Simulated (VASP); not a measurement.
Here is a VASP 6.6.1 calculation.

The input INCAR:

```
SYSTEM = Mn3Si
ALGO = Normal ; EDIFF = 1E-6
ENCUT = 520 ; ISIF = 2
ISMEAR = -1 ; LASPH = .True.
LCHARG = .True. ; LELF = .True.
LREAL = .False. ; LVHAR = .True.
LWAVE = .False. ; NBANDS = 30
NELM = 100 ; PREC = Accurate
SIGMA = 0.05
```

The input KPOINTS:

```
k-points
0
Gamma
  10 10 10
  0 0 0
```

File POSCAR:

```
Mn3Si
1.0
    0.0000000000      2.7825766318      2.7825766318
    2.7825766318      0.0000000000      2.7825766318
    2.7825766318      2.7825766318      0.0000000000
Mn Si
3 1
Direct
    0.5000000000      0.5000000000      0.5000000000
    0.2500000000      0.2500000000      0.2500000000
    0.7500000000      0.7500000000      0.7500000000
    0.0000000000      0.0000000000      0.0000000000
```

Potentials or basis: VASP PAW LDA potentials, release 64 (Mn_pv, Si).

Command:

```sh
$ cat potpaw_LDA.64/Mn_pv/POTCAR potpaw_LDA.64/Si/POTCAR > POTCAR
$ mpirun -np 1 vasp_std > vasp.out
```

Problem. Predict the pressure.

Solution. -14.1 GPa.

Problem. Estimate the band gap on the k mesh.

Solution. Zero (an odd number of electrons rules out a gap without spin polarisation).

Caveat: the cell stands under tension; the run has no spin polarisation, though such a crystal can be magnetic. Spin polarisation is off, so any magnetic state and its effect on volume and gap are missing.
